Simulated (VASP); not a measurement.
ZnS:

```
CELL_PARAMETERS angstrom
3.58959 0.00000 0.00000
-1.79480 3.10868 0.00000
0.00000 0.00000 5.88000
ATOMIC_POSITIONS crystal
Zn 0.00000 0.00000 0.00000
Zn 0.00000 0.00000 0.50000
S 0.33333 0.66667 0.25000
S 0.66667 0.33333 0.75000
```

Base run:

* Program: VASP 6.6.1
* Functional: PBEsol
* Potentials or basis: VASP PAW PBE potentials, release 64 (Zn, S)
* Cutoff: 520 eV
* k mesh: 6 × 6 × 4
* Occupations: gaussian, width 0.01 eV
* Spin: no spin polarisation

Its results: band gap on the k mesh 0.26 eV, indirect (least direct gap 1.58 eV); pressure -2.0 GPa.

Q: The run is repeated on the same cell with these changes: functional from PBEsol to HSE06; k mesh from 6 × 6 × 4 to 2 × 2 × 2. What comes out?

A: Band gap on the k mesh 3.09 eV, indirect (least direct gap 3.14 eV); pressure 4.6 GPa.

Several settings changed at once, so the effect can't be laid on one alone.

Caveats: some runs use coarse meshes; the PAW data sets were made with another functional, which shifts forces and pressure a little.

A k mesh can miss the band edges.
